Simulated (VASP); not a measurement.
Input of a VASP 6.6.1 run:

Contents of POSCAR:

```
La2O3
1.0
    3.9355771515      0.0000000000      0.0000000000
   -1.9677885757      3.4083097917      0.0000000000
    0.0000000000      0.0000000000      6.1245385184
La O
2 3
Direct
    0.6666666667      0.3333333333      0.7538904137
    0.3333333333      0.6666666667      0.2461095863
    0.6666666667      0.3333333333      0.3539552246
    0.3333333333      0.6666666667      0.6460447754
    0.0000000000      0.0000000000      0.0000000000
```

The input INCAR.step1:

```
SYSTEM = La2O3
  PREC = Accurate
  ENCUT = 520
  ISMEAR = 0
  SIGMA = 0.01
  LREAL = .False.
  LASPH = .True.
  NELM = 80
  NBANDS = 28
  GGA = PE
  ALGO = Normal
  EDIFF = 1E-4
  LWAVE = .True.
  LCHARG = .False.
```

INCAR.step2

```
SYSTEM = La2O3
  PREC = Accurate
  ENCUT = 520
  EDIFF = 1E-6
  ISMEAR = 0
  SIGMA = 0.01
  LREAL = .False.
  LASPH = .True.
  NELM = 80
  ALGO = Normal
  ISIF = 2
  LWAVE = .False.
  LCHARG = .True.
  METAGGA = R2SCAN
  LMIXTAU = .True.
  LELF = .True.
  LVHAR = .True.
  NBANDS = 28
  ISTART = 1
```

KPOINTS

```
regular mesh
0
Gamma
  6 6 4
  0 0 0
```

Potentials or basis: VASP PAW PBE potentials, release 64 (La, O).

Run with:

```sh
$ cat potpaw_PBE.64/La/POTCAR potpaw_PBE.64/O/POTCAR > POTCAR
$ cp INCAR.step1 INCAR
$ mpirun -np 1 vasp_std > vasp.out
$ cp INCAR.step2 INCAR
$ mpirun -np 1 vasp_std > vasp.out
```

Problem. Estimate the pressure.

Solution. -0.4 GPa.

Problem. What does it give for the band gap on the k mesh?

Solution. 4.24 eV (least direct gap 4.37 eV).

Problem. Predict the largest force.

Solution. 0.029 eV/Å.

Stress tensor (GPa, compression positive):
```
-0.49  0.00  0.00
 0.00 -0.49  0.00
 0.00  0.00 -0.34
```

Caveat: the PAW data sets were made with another functional, which shifts forces and pressure a little; spin-orbit coupling is left out, which moves the levels of the heavy elements. A k mesh can miss the band edges.
